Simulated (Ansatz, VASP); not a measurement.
# Two plane-wave programs on Co

```xyz
1
Lattice="2.4485 0.0000 0.0000 -1.2242 2.1204 0.0000 0.0000 0.0000 2.3154" Properties=species:S:1:pos:R:3 pbc="T T T"
Co    0.0000    0.0000    0.0000
```

Alike in both runs: functional PBE; k mesh 18 × 18 × 17; occupations fermi-dirac, width 0.1 eV; collinear spin.

Ansatz relaxed the structure, and its values are those at the end. VASP's run is a single point on that final structure, the one shown.

|  | VASP | Ansatz |
| --- | --- | --- |
| version | VASP 6.6.1 | Ansatz 0.2.0 |
| potentials or method | VASP PAW PBE potentials, release 64 (Co) | PAW with Ansatz's default frozen-core files, scalar-relativistic |
| plane-wave cutoff (eV) | 520 | 420 |
| valence electrons in the cell | 9 | 17 |

Ansatz gave:

- pressure (GPa): 0.0
- net moment per atom (μB): 1.77
- size of the moment on the site where the two differ most (μB): 1.80

Problem. What did VASP give for the same quantities?

Solution. Pressure (GPa): -0.7; net moment per atom (μB): 1.76; size of the moment on the site where the two differ most (μB): 1.77.

Site moments also hang on the region over which each program counts them. The functional is the same, so the differences come from potentials, cutoffs and numerics. VASP's potentials hold 9 valence electrons a cell and Ansatz's 17, so a difference there can come from the potentials and not from the codes.
